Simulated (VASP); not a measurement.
# BeRhS3 (P4/mmm) in VASP: single point with PBE

Aim: the single point of BeRhS3 with PBE.

All numbers are computed with VASP 6.6.1; they aren't measurements. Logs are shortened: lines on timing, memory, paths and dates and some standing lists are left out, and cuts for length are marked.

## 1. The cell of the first run

Symmetry: P4/mmm, No. 123, tetragonal system. Conventional cell: a = 3.231 Å, b = 3.231 Å, c = 8.759 Å, α = 90.00°, β = 90.00°, γ = 90.00°. Be (site symmetry 4/mmm) has 4 Rh at 2.28 Å within 3.0 Å. Rh (site symmetry 4/mmm) has 2 S at 2.26 Å and 4 Be at 2.28 Å within 3.0 Å. S (site symmetry 4mm) has 1 S at 2.12 Å and 1 Rh at 2.26 Å within 2.8 Å. Within 2.8 Å of S (site symmetry 4/mmm) lie 2 S at 2.12 Å.

## 2. Single point, PBE

INCAR

```
SYSTEM = BeRhS3
ALGO = Normal
EDIFF = 1E-7
ENCUT = 520
GGA = PE
ISIF = 2
ISMEAR = 0
LASPH = .True.
LCHARG = .False.
LREAL = .False.
LWAVE = .False.
NBANDS = 26
NELM = 80
PREC = Accurate
SIGMA = 0.1
```

KPOINTS

```
k-points
0
Gamma
  12 12 4
  0 0 0
```

POSCAR

```
BeRhS3
1.0
    3.2312470012      0.0000000000      0.0000000000
    0.0000000000      3.2312470012      0.0000000000
    0.0000000000      0.0000000000      8.7585566823
Be Rh S
1 1 3
Direct
    0.0000000000      0.0000000000      0.5000000000
    0.5000000000      0.5000000000      0.5000000000
    0.5000000000      0.5000000000      0.2421867221
    0.5000000000      0.5000000000      0.7578132779
    0.5000000000      0.5000000000      0.0000000000
```

Potentials or basis: VASP PAW PBE potentials, release 64 (Be, Rh_pv, S).

On the command line:

```sh
cat potpaw_PBE.64/Be/POTCAR potpaw_PBE.64/Rh_pv/POTCAR potpaw_PBE.64/S/POTCAR > POTCAR
mpirun -np 1 vasp_std > vasp.out
```

OUTCAR:

```text
SYSTEM = BeRhS3
   EDIFF = 1E-7
   ENCUT = 520
   GGA = PE
   ISIF = 2
   ISMEAR = 0
   LASPH = .True.
   LREAL = .False.
   NELM = 80
   PREC = Accurate

 ion  position               nearest neighbor table
   1  0.000  0.000  0.500-   2 2.28   2 2.28   2 2.28   2 2.28
   2  0.500  0.500  0.500-   3 2.26   4 2.26   1 2.28   1 2.28   1 2.28   1 2.28
   3  0.500  0.500  0.242-   5 2.12   2 2.26
   4  0.500  0.500  0.758-   5 2.12   2 2.26
   5  0.500  0.500  0.000-   3 2.12   4 2.12

  LATTYP: Found a simple tetragonal cell.
 ALAT       =     3.2312470012
 C/A-ratio  =     2.7105809859

  Lattice vectors:

 A1 = (   3.2312470012,   0.0000000000,   0.0000000000)
 A2 = (   0.0000000000,   3.2312470012,   0.0000000000)
 A3 = (   0.0000000000,   0.0000000000,   8.7585566823)

Analysis of symmetry for initial positions (statically):
=====================================================================
 Subroutine PRICEL returns:
 Original cell was already a primitive cell.

 Routine SETGRP: Setting up the symmetry group for a
 simple tetragonal supercell.

 Subroutine GETGRP returns: Found 16 space group operations
 (whereof 16 operations were pure point group operations)
 out of a pool of 16 trial point group operations.

The static configuration has the point symmetry D_4h.

Analysis of symmetry for dynamics (positions and initial velocities):
=====================================================================
 Subroutine PRICEL returns:
 Original cell was already a primitive cell.

 Routine SETGRP: Setting up the symmetry group for a
 simple tetragonal supercell.

 Subroutine GETGRP returns: Found 16 space group operations
 (whereof 16 operations were pure point group operations)
 out of a pool of 16 trial point group operations.

The dynamic configuration has the point symmetry D_4h.

 Subroutine INISYM returns: Found 16 space group operations
 (whereof 16 operations are pure point group operations),
 and found     1 'primitive' translations

----------------------------------------------------------------------------------------

                                     Primitive cell

  volume of cell :      91.4477

  direct lattice vectors                    reciprocal lattice vectors
     3.231247001  0.000000000  0.000000000     0.309478044  0.000000000  0.000000000
     0.000000000  3.231247001  0.000000000     0.000000000  0.309478044  0.000000000
     0.000000000  0.000000000  8.758556682     0.000000000  0.000000000  0.114174063

  length of vectors
     3.231247001  3.231247001  8.758556682     0.309478044  0.309478044  0.114174063

  position of ions in fractional coordinates (direct lattice)
     0.000000000  0.000000000  0.500000000
     0.500000000  0.500000000  0.500000000
     0.500000000  0.500000000  0.242186722
     0.500000000  0.500000000  0.757813278
     0.500000000  0.500000000  0.000000000

  ion indices of the primitive-cell ions
   primitive index   ion index
                 1           1
                 2           2
                 3           3
                 4           4
                 5           5

----------------------------------------------------------------------------------------

 KPOINTS: k-points

Automatic generation of k-mesh.
 Grid dimensions read from file:
 generate k-points for:   12   12    4

 Generating k-lattice:

  Cartesian coordinates                     Fractional coordinates (reciprocal lattice)
     0.025789837  0.000000000  0.000000000     0.083333333  0.000000000  0.000000000
     0.000000000  0.025789837  0.000000000     0.000000000  0.083333333  0.000000000
     0.000000000  0.000000000  0.028543516     0.000000000  0.000000000  0.250000000

  Length of vectors
     0.025789837  0.025789837  0.028543516

  Shift w.r.t. Gamma in fractional coordinates (k-lattice)
     0.000000000  0.000000000  0.000000000

 Subroutine IBZKPT returns following result:
 ===========================================

 Found     84 irreducible k-points:

 Following reciprocal coordinates:
            Coordinates               Weight
  0.000000  0.000000  0.000000      1.000000
  0.083333  0.000000  0.000000      4.000000
  0.166667  0.000000  0.000000      4.000000
  0.250000  0.000000  0.000000      4.000000
  0.333333  0.000000  0.000000      4.000000
  0.416667  0.000000  0.000000      4.000000
[... 16 lines left out ...]
  0.333333  0.333333  0.000000      4.000000
  0.416667  0.333333  0.000000      8.000000
 [... further k-points ...]
   k-points           NKPTS =     84   k-points in BZ     NKDIM =     84   number of bands    NBANDS=     26
   number of dos      NEDOS =    301   number of ions     NIONS =      5
   total plane-waves  NPLWV =  40320
   dimension x,y,z NGX =    24 NGY =   24 NGZ =   70
   dimension x,y,z NGXF=    48 NGYF=   48 NGZF=  140
   ions per type =               1   1   3
   NGX,Y,Z   is equivalent  to a cutoff of  12.35, 12.35, 13.29 a.u.
   NGXF,Y,Z  is equivalent  to a cutoff of  24.70, 24.70, 26.57 a.u.
 SYSTEM =  BeRhS3
   PREC   = accura    normal or accurate (medium, high low for compatibility)
   ISTART =      0    job   : 0-new  1-cont  2-samecut
   ICHARG =      2    charge: 1-file 2-atom 10-const
   ISPIN  =      1    spin polarized calculation?
   LNONCOLLINEAR =      F non collinear calculations
   LSORBIT =      F    spin-orbit coupling
   LASPH  =      T    aspherical Exc in radial PAW
   ENCUT  =  520.0 eV  38.22 Ry    6.18 a.u.   6.01  6.01 16.29*2*pi/ulx,y,z
   NELM   =     80;   NELMIN=  2; NELMDL= -5     # of ELM steps
   EDIFF  = 0.1E-06   stopping-criterion for ELM
   LREAL  =      F    real-space projection
   EDIFFG = 0.1E-05   stopping-criterion for IOM
   NSW    =      0    number of steps for IOM
   IBRION =     -1    ionic relax: 0-MD 1-quasi-New 2-CG
   NFREE  =      0    steps in history (QN), initial steepest desc. (CG)
   ISIF   =      2    stress and relaxation
   ISYM   =      2    0-nonsym 1-usesym 2-fastsym
   POTIM  = 0.5000    time-step for ionic-motion
   TEBEG  =    0.0;   TEEND  =   0.0 temperature during run
   PSTRESS=    0.0 pullay stress
   NELECT =      35.0000    total number of electrons
   NUPDOWN=      -1.0000    fix difference up-down
   EMIN   =  10.00;   EMAX   =-10.00  energy-range for DOS
   EFERMI =   0.00;   METHOD = LEGACY
   ISMEAR =     0;   SIGMA  =   0.10  broadening in eV -4-tet -1-fermi 0-gaus
   EFERMI_NEDOS =   21; number of points for ismear=-14 and -15
   IALGO  =     38    algorithm
   IMIX   =      4    mixing-type and parameters
     AMIX     =   0.40;   BMIX     =  1.00
     AMIX_MAG =   1.60;   BMIX_MAG =  1.00
  volume/ion in A,a.u.               =      18.29       123.42
  Fermi-wavevector in a.u.,A,eV,Ry     =   1.188611  2.246150 19.222271  1.412797
  Thomas-Fermi vector in A             =   2.324737
   LORBIT       =      0    0 simple, 1 ext, 2 COOP (PROOUT), +10 PAW based schemes
   GGA     = PE    functional components
   LHFCALC =     F    Hartree Fock is set to
   AEXX    =    0.0000 exact exchange contribution
   IVDW    =     0    specifies the selected vdW correction
   LEPSILON=     F    determine dielectric tensor
   LRPA    =     F    only Hartree local field effects (RPA)
 non-spin polarized calculation
 Gauss-broadening in eV      SIGMA  =   0.10
  energy-cutoff  :      520.00
  volume of cell :       91.45
 maximum number of plane-waves:      2492
   NGX = 13   NGY = 13   NGZ = 33

 number of electron      34.9999999 magnetization

 Free energy of the ion-electron system (eV)
  ---------------------------------------------------
  ext. energy  EPLUGINS =         0.00000000
  ---------------------------------------------------
  free energy    TOTEN  =       -21.50037825 eV

  energy without entropy =      -21.48014570  energy(sigma->0) =      -21.49026198

 E-fermi :   4.8042     XC(G=0):  -9.9117

 val. band max:        4.7857474894   @ k =   0.0833   0.0000   0.2500
 cond. band min:       4.8090019556   @ k =   0.3333   0.0000   0.5000
 fundamental gap:      0.0232544662
 Fermi energy:         4.8041970820

 k-point     1 :       0.0000    0.0000    0.0000
  band No.  band energies     occupation
      1     -41.8898      2.00000
      2     -41.4996      2.00000
      3     -41.4996      2.00000
      4     -10.7881      2.00000
      5      -8.9523      2.00000
      6      -6.8362      2.00000
[... 18 lines left out ...]
     25      10.5139      0.00000
     26      11.8566      0.00000

 k-point     2 :       0.0833    0.0000    0.0000
  band No.  band energies     occupation
      1     -41.8895      2.00000
      2     -41.5033      2.00000
      3     -41.4992      2.00000
      4     -10.7502      2.00000
      5      -8.9122      2.00000
      6      -6.7935      2.00000
[... 18 lines left out ...]
     25      10.8030      0.00000
     26      12.1565      0.00000

 k-point     3 :       0.1667    0.0000    0.0000
  band No.  band energies     occupation
      1     -41.8886      2.00000
      2     -41.5135      2.00000
      3     -41.4982      2.00000
      4     -10.6435      2.00000
      5      -8.7990      2.00000
      6      -6.6729      2.00000
[... 18 lines left out ...]
     25      11.2500      0.00000
     26      13.1518      0.00000

 k-point     4 :       0.2500    0.0000    0.0000
  band No.  band energies     occupation
      1     -41.8875      2.00000
      2     -41.5274      2.00000
      3     -41.4967      2.00000
      4     -10.4897      2.00000
      5      -8.6345      2.00000
      6      -6.4983      2.00000
[... 18 lines left out ...]
     25      11.9027      0.00000
     26      12.8407      0.00000

 k-point     5 :       0.3333    0.0000    0.0000
  band No.  band energies     occupation
      1     -41.8863      2.00000
      2     -41.5412      2.00000
      3     -41.4953      2.00000
      4     -10.3251      2.00000
      5      -8.4565      2.00000
      6      -6.3101      2.00000
[... 18 lines left out ...]
     25      12.5869      0.00000
     26      13.0966      0.00000

 k-point     6 :       0.4167    0.0000    0.0000
  band No.  band energies     occupation
      1     -41.8854      2.00000
      2     -41.5513      2.00000
      3     -41.4943      2.00000
      4     -10.1966      2.00000
      5      -8.3158      2.00000
      6      -6.1620      2.00000
[... 427 lines left out ...]
 k-point    21 :       0.4167    0.2500    0.0000
  band No.  band energies     occupation
      1     -41.8831      2.00000
      2     -41.5493      2.00000
      3     -41.5228      2.00000
      4      -9.9199      2.00000
      5      -8.0241      2.00000
      6      -5.8620      2.00000
[... 18 lines left out ...]
     25      12.3573      0.00000
     26      12.5353      0.00000

 k-point    22 :       0.5000    0.2500    0.0000
  band No.  band energies     occupation
      1     -41.8828      2.00000
      2     -41.5530      2.00000
      3     -41.5225      2.00000
      4      -9.8730      2.00000
      5      -7.9727      2.00000
      6      -5.8090      2.00000
[... 18 lines left out ...]
     25      12.1955      0.00000
     26      12.6132      0.00000

 k-point    23 :       0.3333    0.3333    0.0000
  band No.  band energies     occupation
      1     -41.8828      2.00000
      2     -41.5382      2.00000
      3     -41.5376      2.00000
      4      -9.8886      2.00000
      5      -7.9925      2.00000
      6      -5.8304      2.00000
[... 18 lines left out ...]
     25      12.0349      0.00000
     26      12.6477      0.00000

 k-point    24 :       0.4167    0.3333    0.0000
  band No.  band energies     occupation
      1     -41.8820      2.00000
      2     -41.5483      2.00000
      3     -41.5371      2.00000
      4      -9.7685      2.00000
      5      -7.8624      2.00000
      6      -5.6975      2.00000
[... 18 lines left out ...]
     25      11.8060      0.00000
     26      12.3530      0.00000

 [... further k-points ...]

------------------------ aborting loop because EDIFF is reached ----------------------------------------

  FORCE on cell =-STRESS in cart. coord.  units (eV):
  Direction    XX          YY          ZZ          XY          YZ          ZX
  --------------------------------------------------------------------------------------
  -------------------------------------------------------------------------------------
  Total       -0.0377164     -0.0377164     -0.1608529      0.0000000     -0.0000000      0.0000000
  in kB       -0.6607976     -0.6607976     -2.8181670      0.0000000     -0.0000000      0.0000000
  external PRESSURE =      -1.3799207 kB  Pullay stress =       0.0000000 kB

 VOLUME and BASIS-vectors are now :
 -----------------------------------------------------------------------------
  energy-cutoff  :      520.00
  volume of cell :       91.45
      direct lattice vectors                 reciprocal lattice vectors
     3.231247001  0.000000000  0.000000000     0.309478044  0.000000000  0.000000000
     0.000000000  3.231247001  0.000000000     0.000000000  0.309478044  0.000000000
     0.000000000  0.000000000  8.758556682     0.000000000  0.000000000  0.114174063

 POSITION                                       TOTAL-FORCE (eV/Angst)
 -----------------------------------------------------------------------------------
      0.00000      0.00000      4.37928        -0.000000     -0.000000     -0.000000
      1.61562      1.61562      4.37928        -0.000000     -0.000000     -0.000000
      1.61562      1.61562      2.12121        -0.000000      0.000000     -0.018510
      1.61562      1.61562      6.63735         0.000000     -0.000000      0.018510
      1.61562      1.61562      0.00000        -0.000000     -0.000000     -0.000000
 -----------------------------------------------------------------------------------
    total drift:                                0.000000     -0.000000     -0.000000

  FREE ENERGIE OF THE ION-ELECTRON SYSTEM (eV)
  ---------------------------------------------------
  free  energy   TOTEN  =       -21.5003782523 eV

  energy  without entropy=      -21.4801457021  energy(sigma->0) =      -21.49026198
```

Run time: 2.4 min. Hardware: 1 thread of Intel Xeon Platinum 8259CL at 2.50GHz (Skylake/Cascade Lake), shared host; peak memory 0.31 GiB.

What came out:

| Property | Result |
| --- | --- |
| Free energy | -21.5004 eV |
| Pressure | -0.1 GPa |
| Largest force | 0.019 eV/Å |

Forces in eV/Å, atoms in the order of the input:
```
Be   0.000  0.000  0.000
Rh   0.000  0.000  0.000
S    0.000  0.000 -0.019
S    0.000  0.000  0.019
S    0.000  0.000  0.000
```
